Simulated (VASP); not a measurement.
A run of VASP 6.6.1 is set up as follows.

Contents of INCAR:

```
  ALGO = Fast
  EDIFF = 1E-6
  ENCUT = 520
  GGA = PE
  ISIF = 2
  ISMEAR = 0
  LASPH = True
  LCHARG = False
  LREAL = False
  LWAVE = False
  NBANDS = 13
  NELM = 80
  PREC = Accurate
  SIGMA = 0.1
```

KPOINTS

```
k-points
0
Gamma
  14 14 14
```

The input POSCAR:

```
Sn
1.0
   -1.7793968139      1.7756250506      2.2065542870
    1.7793968139     -1.7756250506      2.2065542870
    1.7793968139      1.7756250506     -2.2065542870
Sn
1
Direct
    0.0000000000      0.0000000000      0.0000000000
```

Potentials or basis: VASP PAW PBE potentials, release 64 (Sn_d).

Run with:

```console
$ cat potpaw_PBE.64/Sn_d/POTCAR > POTCAR
$ mpirun -np 1 vasp_std > vasp.out
```

Task: Estimate the band gap on the k mesh.

Result: Zero (bands 7 and 8 overlap by 9.36 eV).

Task: Predict the pressure.

Result: 0.1 GPa.

Stress tensor (GPa, compression positive):
```
0.03 0.00 0.00
0.00 0.12 0.00
0.00 0.00 0.12
```

Caveat: spin-orbit coupling is left out, which moves the levels of the heavy elements.
